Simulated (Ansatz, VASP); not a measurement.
## Two plane-wave programs on BeTe2

The input INCAR:

```
PREC     = Accurate       # precision mode
ENCUT    = 600            # plane-wave cutoff, eV
EDIFF    = 1E-7           # SCF threshold, eV
ISMEAR   = 0              # smearing method
SIGMA    = 0.1            # smearing width, eV
LREAL    = False          # projectors in reciprocal space
LASPH    = True           # aspherical terms in the spheres
NELM     = 100            # most SCF steps
ALGO     = Normal         # electronic algorithm
ISIF     = 3              # what is computed and relaxed
LWAVE    = False          # write WAVECAR
LCHARG   = False          # write CHGCAR
GGA      = PE             # functional
IBRION   = 2              # ionic algorithm
NSW      = 100            # ionic steps
EDIFFG   = -0.01          # ionic threshold
```

Contents of KPOINTS:

```
Automatic mesh
0
Gamma
  10 10 10
```

Contents of POSCAR:

```
BeTe2
1.0
   -2.6405650601      2.6405650601      4.9373066469
    2.6405650601     -2.6405650601      4.9373066469
    2.6405650601      2.6405650601     -4.9373066469
Be Te
2 4
Direct
    0.0000000000      0.0000000000      0.0000000000
    0.7500000000      0.2500000000      0.5000000000
    0.2577397554      0.2577397554      0.0000000000
    1.0077397554      0.5077397554      0.5000000000
    0.4922602446     -0.0077397554      0.5000000000
    0.7422602446      0.7422602446      0.0000000000
```

Input for Ansatz:

```yaml
crystal:
  lattice:
    - [-2.6405650601, 2.6405650601, 4.9373066469]
    - [2.6405650601, -2.6405650601, 4.9373066469]
    - [2.6405650601, 2.6405650601, -4.9373066469]
  atoms:
    - { symbol: Be, position: [0.0, 0.0, 0.0] }
    - { symbol: Be, position: [0.75, 0.25, 0.5] }
    - { symbol: Te, position: [0.2577397554, 0.2577397554, 0.0] }
    - { symbol: Te, position: [1.0077397554, 0.5077397554, 0.5] }
    - { symbol: Te, position: [0.4922602446, -0.0077397554, 0.5] }
    - { symbol: Te, position: [0.7422602446, 0.7422602446, 0.0] }
basis:
  ecutwfc: 420
kpoints:
  mp_grid: { grid: [10, 10, 10] }
hamiltonian:
  xc: pbe
scf:
  occupations: { method: gaussian, width: 0.1 }
output:
  forces: true
  stress: true
  eigenvalues: true
  write_density: true
  write_potential: true
  elf: true
  volumetric_format: npy
relax:
  adjacent_minimum: "off"
  f_tol: 0.01
  max_steps: 80
  cell: { stress_tol: 0.05 }
```

Alike in both runs: task relaxation of cell and atoms; functional PBE; k mesh 10 × 10 × 10; occupations gaussian, width 0.1 eV; no spin polarisation.

```csv
,VASP,Ansatz
version,VASP 6.6.1,Ansatz 0.2.0
potentials or method,"VASP PAW PBE potentials, release 64 (Be, Te), cutoff 600 eV","scalar-relativistic, plane waves, PAW"
valence electrons in the cell,28,68
```

```tsv
	VASP	Ansatz	Ansatz less VASP
gap on the k mesh at the Fermi level, each at its own relaxed structure (eV)	none	none	-
relaxed volume (Å³/atom)	22.95	22.95	0.000
relaxed cell length with the largest relative difference (Å)	6.190	6.190	0.0000
```

A gap of «none» marks a metal or a gap that the smearing closes. VASP's potentials hold 28 valence electrons a cell and Ansatz's 68, so a difference there can come from the potentials and not from the codes.

Spin-orbit coupling is off throughout. Noted on VASP's run: the relaxation stopped at its first step, so nothing moved.
